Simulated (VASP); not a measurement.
Write the native input for VASP 6.6.1 that does the following.

```yaml
Task: single point
Functional: LDA
Potentials_or_basis: VASP PAW LDA potentials, release 64 (Li_sv, Pd)
Cutoff: 520 eV
k_mesh: 11 × 11 × 15
Occupations: fermi-dirac, width 0.08 eV
Spin: no spin polarisation
Dipole_correction: no
Further_INCAR_settings: ALGO = Normal; EDIFF = 1e-06; NBANDS = 15
```

The structure of Li2Pd lies in POSCAR:

```
Li2Pd
1.0
    4.2267001844      0.0422670018      0.0422670018
   -2.0767457949      3.6392962330      0.0154707964
    0.0273190000      0.0273190000      2.7319000000
Li Pd
2 1
Direct
    0.3333333333      0.6666666667      0.5000000000
    0.6666666667      0.3333333333      0.5000000000
    0.0000000000      0.0000000000      0.0000000000
```

This cell differs from its parent crystal: equal xy, yz and zx shear strains of +2 %.

These files were run (other wordings do the same):

INCAR

```
SYSTEM = Li2Pd
ALGO = Normal ; EDIFF = 1E-6
ENCUT = 520 ; GGA = CA
ISIF = 2 ; ISMEAR = -1
LASPH = .True. ; LCHARG = .False.
LREAL = .False. ; LWAVE = .False.
NBANDS = 15 ; NELM = 80
PREC = Accurate ; SIGMA = 0.08
```

KPOINTS

```
k-points
0
Gamma
  11 11 15
  0 0 0
```

Potentials or basis: VASP PAW LDA potentials, release 64 (Li_sv, Pd).

Launch:

```sh
$ cat potpaw_LDA.64/Li_sv/POTCAR potpaw_LDA.64/Pd/POTCAR > POTCAR
$ mpirun -np 1 vasp_std > vasp.out
```

It gave:

```
Largest force          : 0.050 eV/Å
Band gap on the k mesh : zero (bands 8 and 9 overlap by 2.31 eV)
```

Caveat: the cell differs from its parent crystal (equal xy, yz and zx shear strains of +2 %).

It took 2.1 min on 1 thread of Intel(R) Xeon(R) 6975P-C (Granite Rapids) (shared host), peak memory 0.59 GiB.
